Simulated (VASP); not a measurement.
# Sb (Fm-3m) in VASP: further runs

Runs on Sb. Level: PBE0. Tasks: single point.

Program: VASP 6.6.1. These are calculated values, not measurements. Logs are shortened: lines on timing, memory, paths and dates and some standing lists are left out, and cuts for length are marked.

## (1) The cell of the first run

It takes space group Fm-3m (No. 225, cubic). The conventional cell has a = 4.678 Å, b = 4.678 Å, c = 4.678 Å, α = 90.00°, β = 90.00°, γ = 90.00°. Within 4.4 Å of Sb (site symmetry m-3m) lie 12 Sb at 3.31 Å.

## (2) Single point, PBE0

The input, POSCAR:

```
Sb
1.0
    0.0000000000      2.3391947752      2.3391947752
    2.3391947752      0.0000000000      2.3391947752
    2.3391947752      2.3391947752      0.0000000000
Sb
1
Direct
    0.0000000000      0.0000000000      0.0000000000
```

The input, INCAR.step1:

```
  PREC = Accurate
  ENCUT = 520
  EDIFF = 1E-5
  ISMEAR = -1
  SIGMA = 0.05
  LREAL = False
  LASPH = True
  NELM = 60
  ALGO = Normal
  ISIF = 2
  LWAVE = True
  LCHARG = False
  GGA = PE
  NBANDS = 8
```

The input, INCAR.step2:

```
  PREC = Accurate
  ENCUT = 520
  EDIFF = 1E-7
  ISMEAR = -1
  SIGMA = 0.05
  LREAL = False
  LASPH = True
  NELM = 60
  ALGO = Normal
  ISIF = 2
  LWAVE = False
  LCHARG = False
  GGA = PE
  LHFCALC = True
  AEXX = 0.25
  PRECFOCK = Normal
  ISTART = 1
  NBANDS = 8
```

The input, KPOINTS:

```
regular mesh
0
Gamma
  6 6 6
```

Potentials or basis: VASP PAW PBE potentials, release 64 (Sb).

Started as:

```sh
$ cat potpaw_PBE.64/Sb/POTCAR > POTCAR
$ cp INCAR.step1 INCAR
$ mpirun -np 1 vasp_std > vasp.out
$ cp INCAR.step2 INCAR
$ mpirun -np 1 vasp_std > vasp.out
```

OUTCAR:

```text
PREC = Accurate
   ENCUT = 520
   EDIFF = 1E-7
   ISMEAR = -1
   LREAL = False
   LASPH = True
   NELM = 60
   ISIF = 2
   GGA = PE
   LHFCALC = True
   AEXX = 0.25
   PRECFOCK = Normal
   ISTART = 1

 ion  position               nearest neighbor table
   1  0.000  0.000  0.000-

  LATTYP: Found a face centered cubic cell.
 ALAT       =     4.6783895504

  Lattice vectors:

 A1 = (   0.0000000000,   2.3391947752,   2.3391947752)
 A2 = (   2.3391947752,   0.0000000000,   2.3391947752)
 A3 = (   2.3391947752,   2.3391947752,   0.0000000000)

Analysis of symmetry for initial positions (statically):
=====================================================================
 Subroutine PRICEL returns:
 Original cell was already a primitive cell.

 Routine SETGRP: Setting up the symmetry group for a
 face centered cubic supercell.

 Subroutine GETGRP returns: Found 48 space group operations
[... 9 lines left out ...]

 Routine SETGRP: Setting up the symmetry group for a
 face centered cubic supercell.

 Subroutine GETGRP returns: Found 48 space group operations
[... 11 lines left out ...]
                                     Primitive cell

  volume of cell :      25.5994

  direct lattice vectors                    reciprocal lattice vectors
     0.000000000  2.339194775  2.339194775    -0.213748767  0.213748767  0.213748767
     2.339194775  0.000000000  2.339194775     0.213748767 -0.213748767  0.213748767
     2.339194775  2.339194775  0.000000000     0.213748767  0.213748767 -0.213748767

  length of vectors
     3.308120976  3.308120976  3.308120976     0.370223725  0.370223725  0.370223725

  position of ions in fractional coordinates (direct lattice)
     0.000000000  0.000000000  0.000000000

  ion indices of the primitive-cell ions
   primitive index   ion index
                 1           1

----------------------------------------------------------------------------------------

 KPOINTS: regular mesh

Automatic generation of k-mesh.
 Grid dimensions read from file:
 generate k-points for:    6    6    6

 Generating k-lattice:

[... 51 lines left out ...]
   NELM   =     60;   NELMIN=  2; NELMDL=  0     # of ELM steps
   EDIFF  = 0.1E-06   stopping-criterion for ELM
   LREAL  =      F    real-space projection
   EDIFFG = 0.1E-05   stopping-criterion for IOM
   NSW    =      0    number of steps for IOM
   IBRION =     -1    ionic relax: 0-MD 1-quasi-New 2-CG
   NFREE  =      0    steps in history (QN), initial steepest desc. (CG)
   ISIF   =      2    stress and relaxation
   ISYM   =      3    0-nonsym 1-usesym 2-fastsym
   POTIM  = 0.5000    time-step for ionic-motion
   TEBEG  =    0.0;   TEEND  =   0.0 temperature during run
   PSTRESS=    0.0 pullay stress
   NELECT =       5.0000    total number of electrons
   NUPDOWN=      -1.0000    fix difference up-down
   EMIN   =  10.00;   EMAX   =-10.00  energy-range for DOS
   EFERMI =   0.00;   METHOD = LEGACY
   ISMEAR =    -1;   SIGMA  =   0.05  broadening in eV -4-tet -1-fermi 0-gaus
   EFERMI_NEDOS =   21; number of points for ismear=-14 and -15
   IALGO  =     38    algorithm
   IMIX   =      1    mixing-type and parameters
     AMIX     =   0.40;   BMIX     =  1.00
     AMIX_MAG =   1.60;   BMIX_MAG =  1.00
  volume/ion in A,a.u.               =      25.60       172.75
  Fermi-wavevector in a.u.,A,eV,Ry     =   0.949850  1.794957 12.275386  0.902215
  Thomas-Fermi vector in A             =   2.078172
   LORBIT       =      0    0 simple, 1 ext, 2 COOP (PROOUT), +10 PAW based schemes
   GGA     = PE    functional components
   LHFCALC =     T    Hartree Fock is set to
   PRECFOCK=normal    Normal, Fast or Accurate (Low or Medium for compatibility)
   ENCUT4O =  -1.0   cutoff for four orbital integrals eV
   NKREDX  =     1    reduce k-point grid by
   NKREDY  =     1    reduce k-point grid by
   NKREDZ  =     1    reduce k-point grid by
   AEXX    =    0.2500 exact exchange contribution
   HFSCREEN=    0.0000 screening length (either q_TF or 0.3 A-1)
   HFSCREENC=   0.0000 screening length for correlation (either q_TF or 0.3 A-1)
   ENCUTFOCK=  -1.0 apply spherical cutoff to Coloumb kernel
   IVDW    =     0    specifies the selected vdW correction
   LEPSILON=     F    determine dielectric tensor
   LRPA    =     F    only Hartree local field effects (RPA)
 non-spin polarized calculation
  energy-cutoff  :      520.00
  volume of cell :       25.60
 maximum number of plane-waves:       701
 NGX is ok and might be reduce to    28
  NGX = 20; NGY = 20; NGZ = 20

 number of electron       5.0000000 magnetization

 Free energy of the ion-electron system (eV)
  ---------------------------------------------------
  ext. energy  EPLUGINS =         0.00000000
  ---------------------------------------------------
  free energy    TOTEN  =        -5.23239062 eV

  energy without entropy =       -5.22502116  energy(sigma->0) =       -5.22870589

 E-fermi :   9.2733     XC(G=0):  -8.2715

 val. band max:        9.2477293590   @ k =  -0.3333   0.3333   0.1667
 cond. band min:       9.7430845826   @ k =  -0.3333   0.1667   0.0000
 fundamental gap:      0.4953552235
 Fermi energy:         9.2732697310

 k-point     1 :       0.0000    0.0000    0.0000
  band No.  band energies     occupation
      1      -6.2343      2.00000
      2      15.8736      0.00000
      3      15.8736      0.00000
      4      15.8736      0.00000
      5      20.2227      0.00000
      6      20.2227      0.00000
      7      20.2227      0.00000
      8      20.6212      0.00000
[... 155 lines left out ...]
 k-point    16 :      -0.3333    0.5000    0.1667
  band No.  band energies     occupation
      1       0.5849      2.00000
      2       3.6945      2.00000
      3       6.4540      2.00000
      4       7.3354      2.00000
      5      17.8180      0.00000
      6      18.2537      0.00000
      7      24.1843      0.00000
      8      24.5430      0.00000

------------------------ aborting loop because EDIFF is reached ----------------------------------------

  FORCE on cell =-STRESS in cart. coord.  units (eV):
  Direction    XX          YY          ZZ          XY          YZ          ZX
  --------------------------------------------------------------------------------------
  -------------------------------------------------------------------------------------
  Total        0.1742023      0.1742023      0.1742023     -0.0000000      0.0000000     -0.0000000
  in kB       10.9027341     10.9027341     10.9027341     -0.0000000      0.0000000     -0.0000000
  external PRESSURE =      10.9027341 kB  Pullay stress =       0.0000000 kB

 VOLUME and BASIS-vectors are now :
 -----------------------------------------------------------------------------
  energy-cutoff  :      520.00
  volume of cell :       25.60
      direct lattice vectors                 reciprocal lattice vectors
     0.000000000  2.339194775  2.339194775    -0.213748767  0.213748767  0.213748767
     2.339194775  0.000000000  2.339194775     0.213748767 -0.213748767  0.213748767
     2.339194775  2.339194775  0.000000000     0.213748767  0.213748767 -0.213748767

 POSITION                                       TOTAL-FORCE (eV/Angst)
 -----------------------------------------------------------------------------------
      0.00000      0.00000      0.00000         0.000000      0.000000      0.000000
 -----------------------------------------------------------------------------------
    total drift:                                0.000000     -0.000000     -0.000000

  FREE ENERGIE OF THE ION-ELECTRON SYSTEM (eV)
  ---------------------------------------------------
  free  energy   TOTEN  =        -5.2323906195 eV

  energy  without entropy=       -5.2250211560  energy(sigma->0) =       -5.22870589
```

OSZICAR.step1:

```text
N       E                     dE             d eps       ncg     rms          rms(c)
DAV:   1     0.533129227042E+01    0.53313E+01   -0.15081E+03   256   0.400E+02
DAV:   2    -0.375808179111E+01   -0.90894E+01   -0.83897E+01   376   0.513E+01
DAV:   3    -0.384158899532E+01   -0.83507E-01   -0.83247E-01   312   0.589E+00
DAV:   4    -0.384186370779E+01   -0.27471E-03   -0.27471E-03   392   0.392E-01
DAV:   5    -0.384186454963E+01   -0.84184E-06   -0.84140E-06   320   0.136E-02    0.186E+00
DAV:   6    -0.383851642719E+01    0.33481E-02   -0.15661E-03   328   0.210E-01    0.107E+00
DAV:   7    -0.383664827948E+01    0.18681E-02   -0.33372E-03   288   0.307E-01    0.453E-02
DAV:   8    -0.383665373502E+01   -0.54555E-05   -0.40816E-05   376   0.505E-02
   1 F= -.38366537E+01 E0= -.38307928E+01  d E =-.117218E-01
```

It took 7.5 min on 1 thread of AMD EPYC 7R13 (Zen 3), shared host; peak memory 0.13 GiB.

Results:

```yaml
Free_energy: -5.2324 eV
Pressure: 1.1 GPa
```

Levels at points of the mesh, in eV from the Fermi level:
```tsv
k point	band 1	band 2	band 3	band 4	band 5	band 6	band 7
(0.00, 0.00, 0.00)	-15.51	6.60	6.60	6.60	10.95	10.95	10.95
(0.50, 0.00, 0.00)	-10.96	-7.65	4.62	4.62	9.33	10.03	10.03
(0.50, 0.50, 0.00)	-8.94	-6.55	0.57	0.57	4.69	5.06	18.72
```

Caveat: the k points lie up to 0.39 Å⁻¹ apart; the PAW data sets were made with another functional, which shifts forces and pressure a little; spin-orbit coupling is left out, which moves the levels of the heavy elements.

## (3) Single point, PBE0

This run uses another cell than the first one, of 26.13 Å³/atom, 1.021 times its volume.

The input, POSCAR:

```
Sb
1.0
    0.0000000000      2.3553276627      2.3553276627
    2.3553276627      0.0000000000      2.3553276627
    2.3553276627      2.3553276627      0.0000000000
Sb
1
Direct
    0.0000000000      0.0000000000      0.0000000000
```

The input, INCAR.step1:

```
ALGO     = Normal         # electronic algorithm
EDIFF    = 1E-5           # SCF threshold, eV
ENCUT    = 520            # plane-wave cutoff, eV
GGA      = PE             # functional
ISIF     = 2              # what is computed and relaxed
ISMEAR   = -1             # smearing method
LASPH    = True           # aspherical terms in the spheres
LCHARG   = False          # write CHGCAR
LREAL    = False          # projectors in reciprocal space
LWAVE    = True           # write WAVECAR
NBANDS   = 8              # bands
NELM     = 80             # most SCF steps
PREC     = Accurate       # precision mode
SIGMA    = 0.05           # smearing width, eV
```

The input, INCAR.step2:

```
AEXX     = 0.25           # exact-exchange fraction
ALGO     = Normal         # electronic algorithm
EDIFF    = 1E-6           # SCF threshold, eV
ENCUT    = 520            # plane-wave cutoff, eV
GGA      = PE             # functional
ISIF     = 2              # what is computed and relaxed
ISMEAR   = -1             # smearing method
ISTART   = 1            
LASPH    = True           # aspherical terms in the spheres
LCHARG   = False          # write CHGCAR
LHFCALC  = True           # exact exchange
LREAL    = False          # projectors in reciprocal space
LWAVE    = False          # write WAVECAR
NBANDS   = 8              # bands
NELM     = 80             # most SCF steps
PREC     = Accurate       # precision mode
PRECFOCK = Normal       
SIGMA    = 0.05           # smearing width, eV
```

The input, KPOINTS:

```
k-points
0
Gamma
  6 6 6
```

Potentials or basis: VASP PAW PBE potentials, release 64 (Sb).

Started as:

```sh
$ cat potpaw_PBE.64/Sb/POTCAR > POTCAR
$ cp INCAR.step1 INCAR
$ mpirun -np 1 vasp_std > vasp.out
$ cp INCAR.step2 INCAR
$ mpirun -np 1 vasp_std > vasp.out
```

Run time: 7.1 min. Hardware: 1 thread of AMD EPYC 7R13 (Zen 3), shared host; peak memory 0.13 GiB.

Results (log left out):

| Item | Value |
| --- | --- |
| Free energy | -5.2334 eV |
| Pressure | -0.5 GPa |

Levels at points of the mesh, in eV from the Fermi level:
| k point | band 1 | band 2 | band 3 | band 4 | band 5 | band 6 | band 7 |
| --- | --- | --- | --- | --- | --- | --- | --- |
| (0.00, 0.00, 0.00) | -15.35 | 6.41 | 6.41 | 6.41 | 10.86 | 10.86 | 10.86 |
| (0.50, 0.00, 0.00) | -10.93 | -7.52 | 4.49 | 4.49 | 9.16 | 9.96 | 9.96 |
| (0.50, 0.50, 0.00) | -8.97 | -6.44 | 0.55 | 0.55 | 4.65 | 5.05 | 18.57 |

Caveat: the k points lie up to 0.39 Å⁻¹ apart; the PAW data sets were made with another functional, which shifts forces and pressure a little; spin-orbit coupling is left out, which moves the levels of the heavy elements.

## (4) Single point, PBE0

This run uses another cell than the first one, of 26.67 Å³/atom, 1.042 times its volume.

The input, POSCAR:

```
Sb
1.0
    0.0000000000      2.3712425216      2.3712425216
    2.3712425216      0.0000000000      2.3712425216
    2.3712425216      2.3712425216      0.0000000000
Sb
1
Direct
    0.0000000000      0.0000000000      0.0000000000
```

The input, INCAR.step1:

```
SYSTEM = Sb
ALGO = Normal
EDIFF = 1E-5
ENCUT = 520
GGA = PE
ISIF = 2
ISMEAR = -1
LASPH = .TRUE.
LCHARG = .FALSE.
LREAL = .FALSE.
LWAVE = .TRUE.
NBANDS = 8
NELM = 80
PREC = Accurate
SIGMA = 0.05
```

The input, INCAR.step2:

```
SYSTEM = Sb
AEXX = 0.25
ALGO = Normal
EDIFF = 1E-6
ENCUT = 520
GGA = PE
ISIF = 2
ISMEAR = -1
ISTART = 1
LASPH = .TRUE.
LCHARG = .FALSE.
LHFCALC = .TRUE.
LREAL = .FALSE.
LWAVE = .FALSE.
NBANDS = 8
NELM = 80
PREC = Accurate
PRECFOCK = Normal
SIGMA = 0.05
```

The input, KPOINTS:

```
k-points
0
G
  6 6 6
  0 0 0
```

Started as:

```sh
$ cat potpaw_PBE.64/Sb/POTCAR > POTCAR
$ cp INCAR.step1 INCAR
$ mpirun -np 1 vasp_std > vasp.out
$ cp INCAR.step2 INCAR
$ mpirun -np 1 vasp_std > vasp.out
```

Run time: 5.9 min. Hardware: 1 thread of AMD EPYC 7R13 (Zen 3), shared host; peak memory 0.13 GiB.

Results (log left out):

```
Free energy : -5.2296 eV
Pressure    : -1.8 GPa
```

Levels at points of the mesh, in eV from the Fermi level:
| k point | band 1 | band 2 | band 3 | band 4 | band 5 | band 6 | band 7 |
| --- | --- | --- | --- | --- | --- | --- | --- |
| (0.00, 0.00, 0.00) | -15.19 | 6.23 | 6.23 | 6.23 | 10.77 | 10.77 | 10.77 |
| (0.50, 0.00, 0.00) | -10.90 | -7.39 | 4.36 | 4.36 | 9.00 | 9.88 | 9.88 |
| (0.50, 0.50, 0.00) | -9.01 | -6.34 | 0.52 | 0.52 | 4.61 | 5.04 | 18.43 |

Caveat: the k points lie up to 0.38 Å⁻¹ apart; the PAW data sets were made with another functional, which shifts forces and pressure a little; spin-orbit coupling is left out, which moves the levels of the heavy elements.

## (5) Overview

| cell | gap on the mesh (eV) | pressure (GPa) |
| --- | --- | --- |
| a = 3.308 Å, angles 60.0°, 1 atom | none | 1.1 |
| a = 3.331 Å, angles 60.0°, 1 atom | none | -0.5 |
| a = 3.353 Å, angles 60.0°, 1 atom | none | -1.8 |

Alike in all rows: task single point; level PBE0; potentials or basis VASP PAW PBE potentials, release 64 (Sb); no spin polarisation; k mesh 6 × 6 × 6; cutoff (eV) 520; smearing fermi-dirac 0.05 eV.

Caveats: all runs use coarse meshes; the PAW data sets were made with another functional, which shifts forces and pressure a little; spin-orbit coupling is left out, which moves the levels of the heavy elements.

Total energies depend on the potentials used, so only differences within one code and one set of settings carry meaning.
